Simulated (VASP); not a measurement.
# Li2Se (Fm-3m) in VASP: further runs

Li2Se is run at these levels: r2SCAN; tasks: single point.

Program: VASP 6.6.1. These are calculated values, not measurements. Logs are shortened: lines on timing, memory, paths and dates and some standing lists are left out, and cuts for length are marked.

## Step 1: The cell of the first run

It takes space group Fm-3m (No. 225, cubic). The conventional cell has a = 5.863 Å, b = 5.863 Å, c = 5.863 Å, α = 90.00°, β = 90.00°, γ = 90.00°. Within 3.4 Å of Li (site symmetry -43m) lie 4 Se at 2.54 Å and 6 Li at 2.93 Å. Within 3.4 Å of Se (site symmetry m-3m) lie 8 Li at 2.54 Å.

## Step 2: Single point, r2SCAN

POSCAR

```
Li2Se
1.0
    0.0000000000      2.9316871400      2.9316871400
    2.9316871400      0.0000000000      2.9316871400
    2.9316871400      2.9316871400      0.0000000000
Li Se
2 1
Direct
    0.2500000000      0.2500000000      0.2500000000
    0.7500000000      0.7500000000      0.7500000000
    0.0000000000      0.0000000000      0.0000000000
```

INCAR.step1

```
ALGO = Normal ; EDIFF = 1E-5
ENCUT = 830 ; GGA = PE
GGA_COMPAT = F ; ISMEAR = -1
LASPH = T ; LCHARG = F
LREAL = F ; LWAVE = T
NBANDS = 13 ; NELM = 120
PREC = Accurate ; SIGMA = 0.02
```

INCAR.step2

```
ALGO = Normal ; EDIFF = 1E-6
ENCUT = 830 ; GGA_COMPAT = F
ISIF = 2 ; ISMEAR = -1
ISTART = 1 ; LASPH = T
LCHARG = F ; LMIXTAU = T
LREAL = F ; LWAVE = F
METAGGA = R2SCAN ; NBANDS = 13
NELM = 120 ; PREC = Accurate
SIGMA = 0.02
```

KPOINTS

```
k-points
0
Gamma
  8 8 8
```

Potentials or basis: VASP PAW PBE potentials, release 64 (Li_sv, Se).

The run is started by

```bash
$ cat potpaw_PBE.64/Li_sv/POTCAR potpaw_PBE.64/Se/POTCAR > POTCAR
$ cp INCAR.step1 INCAR
$ mpirun -np 1 vasp_std > vasp.out
$ cp INCAR.step2 INCAR
$ mpirun -np 1 vasp_std > vasp.out
```

OUTCAR:

```text
EDIFF = 1E-6
   ENCUT = 830
   ISIF = 2
   ISMEAR = -1
   ISTART = 1
   LASPH = T
   LREAL = F
   METAGGA = R2SCAN
   NELM = 120
   PREC = Accurate

 ion  position               nearest neighbor table
   1  0.250  0.250  0.250-   3 2.54   3 2.54   3 2.54   3 2.54
   2  0.750  0.750  0.750-   3 2.54   3 2.54   3 2.54   3 2.54
   3  0.000  0.000  0.000-   2 2.54   2 2.54   2 2.54   1 2.54   1 2.54   1 2.54   2 2.54   1 2.54

  LATTYP: Found a face centered cubic cell.
 ALAT       =     5.8633742800

  Lattice vectors:

 A1 = (   0.0000000000,   2.9316871400,   2.9316871400)
 A2 = (   2.9316871400,   0.0000000000,   2.9316871400)
 A3 = (   2.9316871400,   2.9316871400,   0.0000000000)

Analysis of symmetry for initial positions (statically):
=====================================================================
 Subroutine PRICEL returns:
 Original cell was already a primitive cell.

 Routine SETGRP: Setting up the symmetry group for a
 face centered cubic supercell.

 Subroutine GETGRP returns: Found 48 space group operations
 (whereof 48 operations were pure point group operations)
 out of a pool of 48 trial point group operations.

The static configuration has the point symmetry O_h .

Analysis of symmetry for dynamics (positions and initial velocities):
=====================================================================
 Subroutine PRICEL returns:
 Original cell was already a primitive cell.

 Routine SETGRP: Setting up the symmetry group for a
 face centered cubic supercell.

 Subroutine GETGRP returns: Found 48 space group operations
 (whereof 48 operations were pure point group operations)
 out of a pool of 48 trial point group operations.

The dynamic configuration has the point symmetry O_h .

 Subroutine INISYM returns: Found 48 space group operations
 (whereof 48 operations are pure point group operations),
 and found     1 'primitive' translations

----------------------------------------------------------------------------------------

                                     Primitive cell

  volume of cell :      50.3945

  direct lattice vectors                    reciprocal lattice vectors
     0.000000000  2.931687140  2.931687140    -0.170550259  0.170550259  0.170550259
     2.931687140  0.000000000  2.931687140     0.170550259 -0.170550259  0.170550259
     2.931687140  2.931687140  0.000000000     0.170550259  0.170550259 -0.170550259

  length of vectors
     4.146031714  4.146031714  4.146031714     0.295401713  0.295401713  0.295401713

  position of ions in fractional coordinates (direct lattice)
     0.250000000  0.250000000  0.250000000
     0.750000000  0.750000000  0.750000000
     0.000000000  0.000000000  0.000000000

  ion indices of the primitive-cell ions
   primitive index   ion index
                 1           1
                 2           2
                 3           3

----------------------------------------------------------------------------------------

 KPOINTS: k-points

Automatic generation of k-mesh.
 Grid dimensions read from file:
 generate k-points for:    8    8    8

 Generating k-lattice:

  Cartesian coordinates                     Fractional coordinates (reciprocal lattice)
    -0.021318782  0.021318782  0.021318782     0.125000000  0.000000000  0.000000000
     0.021318782 -0.021318782  0.021318782     0.000000000  0.125000000  0.000000000
     0.021318782  0.021318782 -0.021318782     0.000000000  0.000000000  0.125000000

  Length of vectors
     0.036925214  0.036925214  0.036925214

  Shift w.r.t. Gamma in fractional coordinates (k-lattice)
     0.000000000  0.000000000  0.000000000

 Subroutine IBZKPT returns following result:
 ===========================================

 Found     29 irreducible k-points:

 Following reciprocal coordinates:
            Coordinates               Weight
  0.000000  0.000000  0.000000      1.000000
  0.125000  0.000000  0.000000      8.000000
  0.250000  0.000000  0.000000      8.000000
  0.375000  0.000000  0.000000      8.000000
  0.500000  0.000000  0.000000      4.000000
  0.125000  0.125000  0.000000      6.000000
[... 16 lines left out ...]
  0.500000  0.250000  0.125000     48.000000
 -0.375000  0.250000  0.125000     24.000000
 [... further k-points ...]
   k-points           NKPTS =     29   k-points in BZ     NKDIM =     29   number of bands    NBANDS=     13
   number of dos      NEDOS =    301   number of ions     NIONS =      3
   total plane-waves  NPLWV =  64000
   dimension x,y,z NGX =    40 NGY =   40 NGZ =   40
   dimension x,y,z NGXF=    80 NGYF=   80 NGZF=   80
   ions per type =               2   1
   NGX,Y,Z   is equivalent  to a cutoff of  16.04, 16.04, 16.04 a.u.
   NGXF,Y,Z  is equivalent  to a cutoff of  32.08, 32.08, 32.08 a.u.
 SYSTEM =  unknown system
   PREC   = accura    normal or accurate (medium, high low for compatibility)
   ISTART =      1    job   : 0-new  1-cont  2-samecut
   ICHARG =      0    charge: 1-file 2-atom 10-const
   ISPIN  =      1    spin polarized calculation?
   LNONCOLLINEAR =      F non collinear calculations
   LSORBIT =      F    spin-orbit coupling
   LASPH  =      T    aspherical Exc in radial PAW
   ENCUT  =  830.0 eV  61.00 Ry    7.81 a.u.   9.74  9.74  9.74*2*pi/ulx,y,z
   NELM   =    120;   NELMIN=  2; NELMDL=  0     # of ELM steps
   EDIFF  = 0.1E-05   stopping-criterion for ELM
   LREAL  =      F    real-space projection
   EDIFFG = 0.1E-04   stopping-criterion for IOM
   NSW    =      0    number of steps for IOM
   IBRION =     -1    ionic relax: 0-MD 1-quasi-New 2-CG
   NFREE  =      0    steps in history (QN), initial steepest desc. (CG)
   ISIF   =      2    stress and relaxation
   ISYM   =      2    0-nonsym 1-usesym 2-fastsym
   POTIM  = 0.5000    time-step for ionic-motion
   TEBEG  =    0.0;   TEEND  =   0.0 temperature during run
   PSTRESS=    0.0 pullay stress
   NELECT =      12.0000    total number of electrons
   NUPDOWN=      -1.0000    fix difference up-down
   EMIN   =  10.00;   EMAX   =-10.00  energy-range for DOS
   EFERMI =   0.00;   METHOD = LEGACY
   ISMEAR =    -1;   SIGMA  =   0.02  broadening in eV -4-tet -1-fermi 0-gaus
   EFERMI_NEDOS =   21; number of points for ismear=-14 and -15
   IALGO  =     38    algorithm
   IMIX   =      4    mixing-type and parameters
     AMIX     =   0.40;   BMIX     =  1.00
     AMIX_MAG =   1.60;   BMIX_MAG =  1.00
  volume/ion in A,a.u.               =      16.80       113.36
  Fermi-wavevector in a.u.,A,eV,Ry     =   1.014708  1.917520 14.008990  1.029632
  Thomas-Fermi vector in A             =   2.147951
   LORBIT       =      0    0 simple, 1 ext, 2 COOP (PROOUT), +10 PAW based schemes
   METAGGA = R2SCAN    functional components
   LHFCALC =     F    Hartree Fock is set to
   AEXX    =    0.0000 exact exchange contribution
   IVDW    =     0    specifies the selected vdW correction
   LEPSILON=     F    determine dielectric tensor
   LRPA    =     F    only Hartree local field effects (RPA)
 non-spin polarized calculation
  energy-cutoff  :      830.00
  volume of cell :       50.39
 maximum number of plane-waves:      2764
   NGX = 19   NGY = 19   NGZ = 19

 number of electron      11.9999998 magnetization

 Free energy of the ion-electron system (eV)
  ---------------------------------------------------
  ext. energy  EPLUGINS =         0.00000000
  ---------------------------------------------------
  free energy    TOTEN  =       -23.41763229 eV

  energy without entropy =      -23.41763229  energy(sigma->0) =      -23.41763229

 E-fermi :   1.6331     XC(G=0):  -8.9034

 val. band max:        1.1239329416   @ k =   0.0000   0.0000   0.0000
 cond. band min:       4.5288306515   @ k =   0.5000   0.5000   0.0000
 fundamental gap:      3.4048977099
 Fermi energy:         1.6331024167

 k-point     1 :       0.0000    0.0000    0.0000
  band No.  band energies     occupation
      1     -44.9350      2.00000
      2     -44.9043      2.00000
      3     -10.8482      2.00000
      4       1.1239      2.00000
      5       1.1239      2.00000
      6       1.1239      2.00000
      7       5.5996      0.00000
      8       7.4643      0.00000
      9       7.4643      0.00000
     10       7.4643      0.00000
     11      12.5207      0.00000
     12      12.5207      0.00000
     13      13.3221      0.00000

 k-point     2 :       0.1250    0.0000    0.0000
  band No.  band energies     occupation
      1     -44.9338      2.00000
      2     -44.9053      2.00000
      3     -10.7911      2.00000
      4       0.4504      2.00000
      5       1.0228      2.00000
      6       1.0228      2.00000
      7       6.0684      0.00000
      8       7.7182      0.00000
      9       7.7182      0.00000
     10       7.9123      0.00000
     11      11.3813      0.00000
     12      11.3813      0.00000
     13      13.4544      0.00000

 k-point     3 :       0.2500    0.0000    0.0000
  band No.  band energies     occupation
      1     -44.9302      2.00000
      2     -44.9084      2.00000
      3     -10.6450      2.00000
      4      -0.7450      2.00000
      5       0.8052      2.00000
      6       0.8052      2.00000
      7       6.7108      0.00000
      8       8.0371      0.00000
      9       8.0371      0.00000
     10       8.9835      0.00000
     11      11.0527      0.00000
     12      11.0527      0.00000
     13      13.9427      0.00000
[... 305 lines left out ...]
 k-point    23 :       0.5000    0.2500    0.1250
  band No.  band energies     occupation
      1     -44.9237      2.00000
      2     -44.9142      2.00000
      3     -10.4033      2.00000
      4      -1.4553      2.00000
      5      -0.2547      2.00000
      6       0.2648      2.00000
      7       7.0147      0.00000
      8       8.0544      0.00000
      9       9.3294      0.00000
     10       9.9184      0.00000
     11      11.5931      0.00000
     12      13.8045      0.00000
     13      15.5339      0.00000

 k-point    24 :      -0.3750    0.2500    0.1250
  band No.  band energies     occupation
      1     -44.9189      2.00000
      2     -44.9189      2.00000
      3     -10.3460      2.00000
      4      -1.7023      2.00000
      5      -0.2790      2.00000
      6       0.1024      2.00000
      7       7.1479      0.00000
      8       7.8915      0.00000
      9       9.7815      0.00000
     10      10.5759      0.00000
     11      11.7222      0.00000
     12      13.2196      0.00000
     13      15.0971      0.00000

 [... further k-points ...]
[... 5 lines left out ...]
  --------------------------------------------------------------------------------------
  -------------------------------------------------------------------------------------
  Total        0.7206720      0.7206720      0.7206720      0.0000000      0.0000000      0.0000000
  in kB       22.9121260     22.9121260     22.9121260      0.0000000      0.0000000      0.0000000
  external PRESSURE =      22.9121260 kB  Pullay stress =       0.0000000 kB

 VOLUME and BASIS-vectors are now :
 -----------------------------------------------------------------------------
  energy-cutoff  :      830.00
  volume of cell :       50.39
      direct lattice vectors                 reciprocal lattice vectors
     0.000000000  2.931687140  2.931687140    -0.170550259  0.170550259  0.170550259
     2.931687140  0.000000000  2.931687140     0.170550259 -0.170550259  0.170550259
     2.931687140  2.931687140  0.000000000     0.170550259  0.170550259 -0.170550259

 POSITION                                       TOTAL-FORCE (eV/Angst)
 -----------------------------------------------------------------------------------
      1.46584      1.46584      1.46584        -0.000000     -0.000000      0.000000
      4.39753      4.39753      4.39753         0.000000      0.000000     -0.000000
      0.00000      0.00000      0.00000        -0.000000     -0.000000     -0.000000
 -----------------------------------------------------------------------------------
    total drift:                                0.000000     -0.000000      0.000000

  FREE ENERGIE OF THE ION-ELECTRON SYSTEM (eV)
  ---------------------------------------------------
  free  energy   TOTEN  =       -23.4176322856 eV

  energy  without entropy=      -23.4176322856  energy(sigma->0) =      -23.41763229
```

Wall time 2.2 min (1 thread of Intel Xeon 6975P-C (Granite Rapids), shared host); peak memory 0.27 GiB.

What came out:

```yaml
Free_energy: -23.4176 eV
Pressure: 2.3 GPa
Band_gap_on_the_k_mesh: 3.40 eV (least direct gap 4.48 eV)
```

Caveat: the PAW data sets were made with another functional, which shifts forces and pressure a little. r2SCAN opens gaps a little over a GGA but as a rule still falls short of measured ones.

(Part 1 of 2 ends here.)
